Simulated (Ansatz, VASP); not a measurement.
# Sb2Se3: VASP beside Ansatz

```
Sb Se
1.0
     2.01319    1.16231    9.66381
    -2.01319    1.16231    9.66381
     0.00000   -2.32463    9.66381
Sb Se
2 3
Direct
  0.39801 0.39801 0.39801
  0.60199 0.60199 0.60199
  0.21528 0.21528 0.21528
  0.78472 0.78472 0.78472
  0.00000 0.00000 0.00000
```

Alike in both runs: task single point; functional r2SCAN; k mesh 8 × 8 × 8; occupations fermi-dirac, width 0.02 eV; no spin polarisation.

|  | VASP | Ansatz |
| --- | --- | --- |
| version | VASP 6.6.1 | Ansatz 0.2.0 |
| potentials or method | VASP PAW PBE potentials, release 64 (Sb, Se) | plane waves, PAW |
| plane-wave cutoff (eV) | 520 | 500 |
| valence electrons in the cell | 28 | 78 |

```tsv
	VASP	Ansatz	Ansatz less VASP
pressure (GPa)	0.9	1.0	+0.07
rms of the force components (eV/Å)	0.007	0.017	+0.0100
```

VASP's potentials were made for PBE, not for r2SCAN. Atom by atom the forces differ by 0.012 eV/Å (rms over components). VASP's potentials hold 28 valence electrons a cell and Ansatz's 78, so a difference there can come from the potentials and not from the codes.

Neither program's run includes spin-orbit coupling.
